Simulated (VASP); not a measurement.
# SiC (a cell with a defect) in VASP: single point with PBEsol

Aim: the single point of SiC (a cell with a defect) with PBEsol.

All numbers are computed with VASP 6.6.1; they aren't measurements. Logs are shortened: lines on timing, memory, paths and dates and some standing lists are left out, and cuts for length are marked.

## (1) The cell of the first run

The cell holds a defect, 64 atoms: a = 8.714 Å, b = 8.714 Å, c = 8.714 Å, α = 90.00°, β = 90.00°, γ = 90.00°.

## (2) Single point, PBEsol

The input, INCAR:

```
SYSTEM = SiC
ALGO = Normal
EDIFF = 1E-6
ENCUT = 520
GGA = PS
GGA_COMPAT = .FALSE.
ISIF = 2
ISMEAR = -1
ISYM = 0
LASPH = .TRUE.
LCHARG = .TRUE.
LELF = .TRUE.
LREAL = Auto
LVHAR = .TRUE.
LWAVE = .FALSE.
NBANDS = 166
NELM = 120
PREC = Accurate
SIGMA = 0.05
```

The input, KPOINTS:

```
Automatic mesh
0
Gamma
  1 1 1
  0.25 0.25 0.25
```

The input, POSCAR:

```
SiC
1.0
    8.7137060000      0.0000000000      0.0000000000
    0.0000000000      8.7137060000      0.0000000000
    0.0000000000      0.0000000000      8.7137060000
Si C
32 32
Direct
    0.9995110000      0.9997160000      0.0003340000
    0.0022090000      0.0022060000      0.4999000000
    0.0021900000      0.4992580000      0.0028130000
    0.4993770000      0.0023470000      0.0029660000
    0.4994100000      0.0005100000      0.4999770000
    0.4994110000      0.4993680000      0.0011130000
    0.4823300000      0.4815630000      0.4821470000
    0.6234740000      0.6245790000      0.6251750000
    0.2490800000      0.2498290000      0.0006080000
    0.2429740000      0.2508820000      0.5011940000
    0.2461540000      0.7495150000      0.0027710000
    0.2449400000      0.7456940000      0.4984460000
    0.7501360000      0.2474200000      0.0026110000
    0.7540680000      0.2533040000      0.4987210000
    0.7503280000      0.7495230000      0.0014110000
    0.7714900000      0.7619320000      0.4845140000
    0.2490870000      0.9999880000      0.2504410000
    0.2461720000      0.0021760000      0.7501440000
    0.2429530000      0.5005760000      0.2514580000
    0.2449280000      0.4978690000      0.7462870000
    0.7501250000      0.0020080000      0.2480580000
    0.7503200000      0.0008110000      0.7501360000
    0.7540840000      0.4980870000      0.2538880000
    0.7714850000      0.4839310000      0.7625380000
    0.9985140000      0.2534560000      0.2541020000
    0.0037400000      0.2514780000      0.7457100000
    0.0037300000      0.7451010000      0.2520820000
    0.9987700000      0.7455210000      0.7461200000
    0.4989240000      0.2470030000      0.2476140000
    0.4999280000      0.2494820000      0.7503400000
    0.4999420000      0.7497160000      0.2500500000
    0.4815620000      0.7668580000      0.7674480000
    0.0018070000      0.4988670000      0.4994780000
    0.1244560000      0.1270080000      0.1276010000
    0.1246190000      0.1245710000      0.6253370000
    0.1246070000      0.6247490000      0.1251580000
    0.1105510000      0.6098610000      0.6104660000
    0.6250670000      0.1248500000      0.1254540000
    0.6271800000      0.1271880000      0.6251230000
    0.6272130000      0.6245140000      0.1277950000
    0.3721880000      0.3745780000      0.1273670000
    0.3695200000      0.3690070000      0.6256040000
    0.3742310000      0.8752600000      0.1257110000
    0.3667530000      0.8787740000      0.6248230000
    0.8754410000      0.3742980000      0.1253950000
    0.8955360000      0.3840710000      0.6105610000
    0.8757020000      0.8729390000      0.1278380000
    0.8806320000      0.8805340000      0.6260700000
    0.3721700000      0.1267810000      0.3751760000
    0.3742420000      0.1251210000      0.8758560000
    0.3695000000      0.6250100000      0.3695780000
    0.3667750000      0.6242340000      0.8793650000
    0.8754170000      0.1247790000      0.3749310000
    0.8757190000      0.1272530000      0.8734930000
    0.8955260000      0.6099360000      0.3846990000
    0.8806720000      0.6254630000      0.8811360000
    0.1113660000      0.3886330000      0.3892120000
    0.1249880000      0.3743100000      0.8759450000
    0.1249580000      0.8753480000      0.3749110000
    0.1240660000      0.8732620000      0.8738430000
    0.6249810000      0.3686620000      0.3692750000
    0.6268000000      0.3698070000      0.8790760000
    0.6267560000      0.8784800000      0.3704060000
    0.6255000000      0.8805060000      0.8811070000
```

Potentials or basis: VASP PAW PBE potentials, release 64 (Si, C).

Started as:

```
cat potpaw_PBE.64/Si/POTCAR potpaw_PBE.64/C/POTCAR > POTCAR
mpirun -np 1 vasp_std > vasp.out
```

OUTCAR:

```text
SYSTEM = SiC
   EDIFF = 1E-6
   ENCUT = 520
   GGA = PS
   ISIF = 2
   ISMEAR = -1
   ISYM = 0
   LASPH = .TRUE.
   LREAL = Auto
   NELM = 120
   PREC = Accurate

 ion  position               nearest neighbor table
   1  1.000  1.000  0.000-  60 1.90  47 1.90  54 1.90  34 1.91  11 3.06  18 3.06  13 3.06  21 3.06
                            15 3.08  22 3.08   9 3.08  17 3.08  27 3.12  26 3.12  25 3.13  28 3.13
   2  0.002  0.002  0.500-  48 1.86  35 1.86  53 1.88  59 1.88  16 2.91  10 3.02  18 3.05  26 3.05
                            17 3.06  25 3.06  14 3.08  12 3.08  22 3.09  28 3.10  21 3.10  27 3.11
   3  0.002  0.499  0.003-  56 1.86  36 1.86  45 1.88  58 1.88  24 2.91  19 3.02  11 3.05  27 3.05
                             9 3.06  25 3.06  23 3.08  20 3.08  15 3.09  28 3.10  13 3.10  26 3.11
   4  0.499  0.002  0.003-  64 1.86  38 1.86  43 1.89  50 1.89  32 2.91  29 3.01  13 3.06  21 3.06
                            17 3.07   9 3.07  31 3.08  30 3.08  22 3.10  15 3.10  18 3.12  11 3.12
   5  0.499  0.001  0.500-  49 1.90  63 1.91  44 1.91  39 1.91  29 3.07  30 3.08  17 3.08  31 3.09
                            22 3.09  21 3.10  32 3.10  18 3.10  10 3.12  14 3.13  12 3.14
   6  0.499  0.499  0.001-  41 1.90  62 1.91  52 1.91  40 1.91  29 3.07  31 3.08   9 3.08  30 3.08
                            15 3.09  13 3.10  32 3.10  11 3.10  19 3.12  23 3.13  20 3.14
   7  0.482  0.482  0.482-  61 1.87  42 1.87  51 1.87   8 2.15  29 2.89  10 2.90  19 2.90  31 3.09
                            30 3.09  14 3.10  23 3.10  12 3.10  20 3.10
   8  0.623  0.625  0.625-  24 2.14  16 2.14  32 2.15   7 2.15
   9  0.249  0.250  0.001-  58 1.88  34 1.88  50 1.88  41 1.88   3 3.06  29 3.06   4 3.07  18 3.07
                            17 3.08   1 3.08   6 3.08  26 3.08  30 3.09  19 3.09  20 3.10  25 3.11
  10  0.243  0.251  0.501-  35 1.86  42 1.86  49 1.91  57 1.93   7 2.90  26 2.98   2 3.02  25 3.03
                            20 3.03  18 3.07  19 3.08  17 3.09  30 3.12   5 3.12  29 3.14
  11  0.246  0.750  0.003-  36 1.85  52 1.86  60 1.89  43 1.90  32 2.90  27 3.03   3 3.05   1 3.06
                            19 3.07  17 3.07  31 3.09   6 3.10  28 3.11  18 3.11   4 3.12  20 3.13
  12  0.245  0.746  0.498-  59 1.88  51 1.88  44 1.92  37 1.93  27 3.00  19 3.03  28 3.04  20 3.05
                             2 3.08  17 3.10   7 3.10  31 3.10  32 3.13  18 3.13   5 3.14
  13  0.750  0.247  0.003-  62 1.86  38 1.86  45 1.89  54 1.89  24 2.94  21 3.02   4 3.06  29 3.06
                             1 3.06  22 3.08  25 3.08  23 3.09  30 3.10   6 3.10   3 3.10  26 3.15
  14  0.754  0.253  0.499-  53 1.88  61 1.88  39 1.91  46 1.94  25 3.01  23 3.02  24 3.06  26 3.06
                             2 3.08  21 3.09   7 3.10  22 3.11  30 3.12  29 3.12   5 3.13
  15  0.750  0.750  0.001-  40 1.88  56 1.89  47 1.89  64 1.89  31 3.07  21 3.08   1 3.08   6 3.09
                             3 3.09  22 3.10   4 3.10  28 3.10  23 3.11  27 3.11  32 3.11  24 3.12
  16  0.771  0.762  0.485-  48 1.87  63 1.90  55 1.92   8 2.14  27 2.87   2 2.91  21 2.94  28 3.02
                            23 3.06  22 3.12  31 3.13
[... 16 lines left out ...]
  25  0.999  0.253  0.254-  53 1.88  45 1.88  34 1.91  57 1.93  23 3.01  14 3.01  10 3.03  19 3.03
                             2 3.06   3 3.06  21 3.08  13 3.08  17 3.11   9 3.11   1 3.13
  26  0.004  0.251  0.746-  35 1.85  58 1.88  46 1.90  54 1.91  24 2.87  10 2.98  20 3.00  18 3.03
                             2 3.05  14 3.06   9 3.08  22 3.11   3 3.11   1 3.12  13 3.15
  27  0.004  0.745  0.252-  36 1.85  59 1.88  55 1.90  47 1.91  16 2.87  19 2.98  12 3.00  11 3.03
                             3 3.05  23 3.06  17 3.08  15 3.11   2 3.11   1 3.12  21 3.15
  28  0.999  0.746  0.746-  56 1.88  48 1.88  60 1.92  37 1.93  24 3.02  16 3.02  20 3.04  12 3.04
[... 270 lines left out ...]
   IVDW    =     0    specifies the selected vdW correction
   LEPSILON=     F    determine dielectric tensor
   LRPA    =     F    only Hartree local field effects (RPA)
 non-spin polarized calculation
  energy-cutoff  :      520.00
  volume of cell :      661.62
 maximum number of plane-waves:     17779
 NGX is ok and might be reduce to    70
   NGX = 33   NGY = 33   NGZ = 33

 number of electron     255.9999981 magnetization

 Free energy of the ion-electron system (eV)
  ---------------------------------------------------
  ext. energy  EPLUGINS =         0.00000000
  ---------------------------------------------------
  free energy    TOTEN  =      -501.62213961 eV

  energy without entropy =     -501.62213927  energy(sigma->0) =     -501.62213944

 E-fermi :   9.2736     XC(G=0): -11.5170

 val. band max:        8.4504987640   @ k =   0.2500   0.2500   0.2500
 cond. band min:      10.0517985478   @ k =   0.2500   0.2500   0.2500
 fundamental gap:      1.6012997838
 Fermi energy:         9.2735975889

 k-point     1 :       0.2500    0.2500    0.2500
  band No.  band energies     occupation
      1      -7.2843      2.00000
      2      -6.6826      2.00000
      3      -6.3124      2.00000
      4      -6.1830      2.00000
      5      -5.8401      2.00000
      6      -5.5357      2.00000
[... 561 lines left out ...]
    139      12.2489      0.00000
    140      12.2678      0.00000
 [bands above 140 left out]

------------------------ aborting loop because EDIFF is reached ----------------------------------------

  FORCE on cell =-STRESS in cart. coord.  units (eV):
  Direction    XX          YY          ZZ          XY          YZ          ZX
  --------------------------------------------------------------------------------------
  -------------------------------------------------------------------------------------
  Total        9.3780602      8.6011541      8.6092274     -0.7238671      0.1907735     -0.7381815
  in kB       22.7098826     20.8285292     20.8480794     -1.7529144      0.4619765     -1.7875781
  external PRESSURE =      21.4621637 kB  Pullay stress =       0.0000000 kB

 VOLUME and BASIS-vectors are now :
 -----------------------------------------------------------------------------
  energy-cutoff  :      520.00
  volume of cell :      661.62
      direct lattice vectors                 reciprocal lattice vectors
     8.713706000  0.000000000  0.000000000     0.114761733  0.000000000  0.000000000
     0.000000000  8.713706000  0.000000000     0.000000000  0.114761733  0.000000000
     0.000000000  0.000000000  8.713706000     0.000000000  0.000000000  0.114761733

 POSITION                                       TOTAL-FORCE (eV/Angst)
 -----------------------------------------------------------------------------------
      8.70944      8.71123      0.00291         0.053219      0.044404      0.036485
      0.01925      0.01922      4.35598         0.040946      0.020364      0.055438
      0.01908      4.35039      0.02451         0.047899      0.058515      0.018555
      4.35142      0.02045      0.02584         0.056132      0.038965      0.033611
      4.35171      0.00444      4.35665         0.040643      0.029275      0.044986
      4.35172      4.35135      0.00970         0.043911      0.046766      0.027288
[... 56 lines left out ...]
      5.46137      7.65482      3.22761        -0.041040     -0.047817     -0.025743
      5.45042      7.67247      7.67771        -0.072356     -0.017996     -0.016967
 -----------------------------------------------------------------------------------
    total drift:                                0.057186      0.047539      0.040899

  FREE ENERGIE OF THE ION-ELECTRON SYSTEM (eV)
  ---------------------------------------------------
  free  energy   TOTEN  =      -501.6221396117 eV

  energy  without entropy=     -501.6221392716  energy(sigma->0) =     -501.62213944
```

It took 11 min on 1 thread of Oxide Virtual Turin-like, shared host; peak memory 0.78 GiB.

Results:

* Free energy: -501.6221 eV
* Pressure: 2.1 GPa
* Largest force: 0.141 eV/Å
* Band gap on the k mesh: 1.60 eV

Forces on the atoms (eV/Å):
```
Si   0.053  0.044  0.036
Si   0.041  0.020  0.055
Si   0.048  0.059  0.019
Si   0.056  0.039  0.034
Si   0.041  0.029  0.045
Si   0.044  0.047  0.027
Si   0.062  0.063  0.063
Si  -0.036 -0.025 -0.027
Si   0.029  0.035  0.030
Si   0.034  0.007  0.075
Si   0.040  0.059  0.031
Si   0.040  0.027  0.041
Si   0.059  0.037  0.019
Si   0.048  0.038  0.010
Si   0.038  0.027  0.010
Si   0.035  0.055  0.045
Si   0.026  0.034  0.035
Si   0.036  0.035  0.052
Si   0.038  0.078  0.009
Si   0.044  0.038  0.027
Si   0.058  0.020  0.034
Si   0.037  0.012  0.026
Si   0.048  0.013  0.042
Si   0.039  0.042  0.054
Si   0.023  0.053  0.048
Si   0.029  0.041  0.070
Si   0.026  0.071  0.041
Si   0.036  0.039  0.036
Si   0.073  0.016  0.014
Si   0.034  0.024  0.018
Si   0.030  0.021  0.028
Si   0.057  0.046  0.045
C    0.070  0.044  0.039
C   -0.035 -0.046 -0.042
C   -0.029 -0.028 -0.062
C   -0.031 -0.069 -0.026
C    0.016  0.025  0.021
C   -0.057 -0.037 -0.034
C   -0.050 -0.032 -0.035
C   -0.050 -0.039 -0.034
C   -0.043 -0.033 -0.029
C   -0.064 -0.063  0.002
C   -0.044 -0.048 -0.036
C   -0.043 -0.073 -0.030
C   -0.045 -0.035 -0.022
C   -0.078 -0.037 -0.099
C   -0.034 -0.038 -0.025
C   -0.017 -0.004 -0.061
C   -0.036 -0.032 -0.036
C   -0.045 -0.037 -0.041
C   -0.059 -0.003 -0.061
C   -0.044 -0.034 -0.066
C   -0.041 -0.023 -0.033
C   -0.034 -0.030 -0.026
C   -0.075 -0.099 -0.044
C   -0.027 -0.062 -0.004
C   -0.123 -0.051 -0.047
C   -0.037 -0.048 -0.031
C   -0.033 -0.033 -0.048
C   -0.012 -0.050 -0.045
C   -0.006 -0.043 -0.047
C   -0.046 -0.024 -0.045
C   -0.041 -0.048 -0.026
C   -0.072 -0.018 -0.017
```

Levels at points of the mesh, in eV from the valence-band top:
```
           k point  band 124  band 125  band 126  band 127  band 128  band 129  band 130  band 131  band 132  band 133
(0.25, 0.25, 0.25)     -0.78     -0.76     -0.62     -0.01      0.00      1.60      1.81      1.83      2.85      2.96
```

Caveat: the PAW data sets were made with another functional, which shifts forces and pressure a little.
